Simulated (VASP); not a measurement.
Runs of VASP 6.6.1 on SiC (Moissanite). The structure is that of space group P6_3mc (No. 186), or close to it. The cells are those of the table. 

| cell | gap on the mesh (eV) | pressure (GPa) | largest force (eV/Å) |
| --- | --- | --- | --- |
| a = 3.024, b = 3.024, c = 4.962 Å, angles 90.0, 90.0, 120.0°, 4 atoms | 2.06 | 13.3 | 0.83 |
| a = 3.175, b = 3.175, c = 5.211 Å, angles 90.0, 90.0, 120.0°, 4 atoms | 2.30 | -17.1 | 0.61 |
| a = 3.101, b = 3.101, c = 5.090 Å, angles 90.0, 90.0, 120.0°, 4 atoms | 2.21 | -4.7 | (b) |
| a = 3.050, b = 3.050, c = 5.006 Å, angles 90.0, 90.0, 120.0°, 4 atoms | 2.11 | 6.6 | 0.79 |
| a = 2.970, b = 2.970, c = 4.874 Å, angles 90.0, 90.0, 120.0°, 4 atoms | 1.96 | (a) | 0.93 |

Alike in all rows: task single point; level PBEsol; potentials or basis VASP PAW PBE potentials, release 64 (Si, C); no spin polarisation; k mesh 12 × 12 × 4; cutoff (eV) 520; smearing gaussian 0.01 eV.

**Question.** Estimate the missing entries.

**Answer.** (a) 29.5; (b) 0.71.

Caveats: the PAW data sets were made with another functional, which shifts forces and pressure a little.

A k mesh can miss the band edges.
